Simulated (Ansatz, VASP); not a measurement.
## TiO2 in VASP and in Ansatz

```
CELL_PARAMETERS angstrom
9.58347 0.00000 0.00000
0.00000 2.99743 0.00000
0.00000 0.00000 4.96671
ATOMIC_POSITIONS crystal
Ti 0.63690 0.25000 0.56463
Ti 0.36310 0.75000 0.43537
Ti 0.86310 0.75000 0.06463
Ti 0.13690 0.25000 0.93537
O 0.47240 0.25000 0.29160
O 0.52760 0.75000 0.70840
O 0.02760 0.75000 0.79160
O 0.97240 0.25000 0.20840
O 0.76630 0.25000 0.86350
O 0.23370 0.75000 0.13650
O 0.73370 0.75000 0.36350
O 0.26630 0.25000 0.63650
```

Alike in both runs: task single point; functional PBE; k mesh 3 × 9 × 6; occupations fermi-dirac, width 0.05 eV; no spin polarisation.

```csv
,VASP,Ansatz
version,VASP 6.6.1,Ansatz 0.2.0
potentials or method,"VASP PAW PBE potentials, release 64 (Ti_sv, O)",Ansatz PAW
plane-wave cutoff (eV),520,420
valence electrons in the cell,96,96
```

Ansatz gave:

| Property | Result |
| --- | --- |
| gap on the k mesh at the Fermi level (eV) | 2.38 |
| least direct gap on the mesh (eV) | 2.42 |
| pressure (GPa) | -6.1 |
| traceless stress, the component that is largest in VASP (GPa) | 0.69 |
| rms of the force components (eV/Å) | 0.312 |

Problem. Estimate VASP's values.

Solution. gap on the k mesh at the Fermi level (eV): 2.36; least direct gap on the mesh (eV): 2.40; pressure (GPa): -5.5; traceless stress, the component that is largest in VASP (GPa): 0.52; rms of the force components (eV/Å): 0.291.

Atom by atom the forces differ by 0.022 eV/Å (rms over components).

Noted on Ansatz's run: odd divisions of the mesh miss points on the zone boundary, where band edges often lie, so the gap on the mesh can be too wide.
